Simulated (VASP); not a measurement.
Set up this calculation in VASP 6.6.1, as the native input.

```yaml
Task: relaxation of cell and atoms
Functional: PBEsol
Potentials_or_basis: VASP PAW PBE potentials, release 64 (Pb_d, Se)
Cutoff: 600 eV
k_mesh: 14 × 14 × 14
Occupations: gaussian, width 0.01 eV
Spin: no spin polarisation
Target_pressure: 4 GPa
Dipole_correction: no
Further_INCAR_settings: ALGO = Normal; EDIFF = 1e-06; IBRION = 2; EDIFFG = -0.002; NSW = 100; ISIF = 3
```

The structure of PbSe lies in POSCAR:

```
PbSe
1.0
    0.0000000000      3.0514615378      3.0514615378
    3.0514615378      0.0000000000      3.0514615378
    3.0514615378      3.0514615378      0.0000000000
Pb Se
1 1
Direct
    0.0000000000      0.0000000000      0.0000000000
    0.5000000000      0.5000000000      0.5000000000
```

The input as run:

INCAR

```
SYSTEM = PbSe
ALGO     = Normal         ! electronic algorithm
EDIFF    = 1E-6           ! SCF threshold, eV
EDIFFG   = -0.002         ! ionic threshold
ENCUT    = 600            ! plane-wave cutoff, eV
GGA      = PS             ! functional
IBRION   = 2              ! ionic algorithm
ISIF     = 3              ! what is computed and relaxed
ISMEAR   = 0              ! smearing method
LASPH    = .True.         ! aspherical terms in the spheres
LCHARG   = .False.        ! write CHGCAR
LREAL    = .False.        ! projectors in reciprocal space
LWAVE    = .False.        ! write WAVECAR
NELM     = 100            ! most SCF steps
NSW      = 100            ! ionic steps
PREC     = Accurate       ! precision mode
PSTRESS  = 40.0         
SIGMA    = 0.01           ! smearing width, eV
```

KPOINTS

```
k-points
0
Gamma
  14 14 14
  0 0 0
```

Potentials or basis: VASP PAW PBE potentials, release 64 (Pb_d, Se).

Command:

```bash
$ cat potpaw_PBE.64/Pb_d/POTCAR potpaw_PBE.64/Se/POTCAR > POTCAR
$ mpirun -np 1 vasp_std > vasp.out
```

It gave:

```json
{
  "Relaxed volume": "26.66 Å³/atom",
  "Relaxed cell": "a = 4.225 Å, b = 4.225 Å, c = 4.225 Å, α = 60.00°, β = 60.00°, γ = 60.00°",
  "Space group after relaxing (to 0.1 Å)": "Fm-3m (No. 225)",
  "Energy change on relaxing (the run minimises the enthalpy)": "+20.8 meV/atom",
  "Ionic steps": "5",
  "Pressure after relaxing": "4.0 GPa",
  "Band gap on the k mesh": "0.07 eV"
}
```

Caveat: the cell is relaxed towards a set pressure, so the run minimises the enthalpy, not the energy; the PAW data sets were made with another functional, which shifts forces and pressure a little; spin-orbit coupling is left out, which moves the levels of the heavy elements.

Run time: 2.3 min on 1 thread of Intel(R) Xeon(R) Platinum 8559C (Emerald Rapids), with other jobs on the host, peak memory 0.29 GiB.
